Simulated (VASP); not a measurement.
Si2Mo:

```xyz
3
Lattice="-1.6000 1.6000 3.9305 1.6000 -1.6000 3.9305 1.6000 1.6000 -3.9305" Properties=species:S:1:pos:R:3 pbc="T T T"
Si    0.0000    0.0000    2.6177
Si    0.0000    0.0000    5.2433
Mo    0.0000    0.0000    0.0000
```

* Program: VASP 6.6.1
* Task: relaxation of cell and atoms
* Functional: PBEsol
* Potentials or basis: VASP PAW PBE potentials, release 64 (Si, Mo_sv)
* Cutoff: 600 eV
* k mesh: 10 × 10 × 10
* Occupations: fermi-dirac, width 0.1 eV
* Spin: no spin polarisation

At the start: pressure -2.4 GPa; volume 13.42 Å³/atom.

Question: How do energy, volume and symmetry change on relaxing?

Answer: Over 7 steps the energy falls by 2.8 meV/atom and the volume is 13.29 Å³/atom (-0.9 %); space group I4/mmm (No. 139, to 0.05 Å).

The path:
| step | energy change (eV) | largest force (eV/Å) | pressure (GPa) | volume (Å³) |
| --- | --- | --- | --- | --- |
| 1 | 0.0000 | 0.3253 | -2.36 | 40.25 |
| 2 | 0.0023 | 0.0330 | 4.50 | 39.11 |
| 3 | -0.0067 | 0.1685 | 0.72 | 39.71 |
| 4 | -0.0085 | 0.0045 | 0.01 | 39.87 |
| 5 | -0.0085 | 0.0007 | 0.01 | 39.86 |
| 6 | -0.0085 | 0.0027 | 0.02 | 39.86 |
| 7 | -0.0085 | 0.0049 | -0.02 | 39.87 |

Final structure:
```xyz
3
Lattice="-1.5960 1.5960 3.9130 1.5960 -1.5960 3.9130 1.5960 1.5960 -3.9130" Properties=species:S:1:pos:R:3 pbc="T T T"
Si    0.0000    0.0000    2.6222
Si    0.0000    0.0000    5.2039
Mo    0.0000    0.0000    0.0000
```

Caveat: the PAW data sets were made with another functional, which shifts forces and pressure a little.
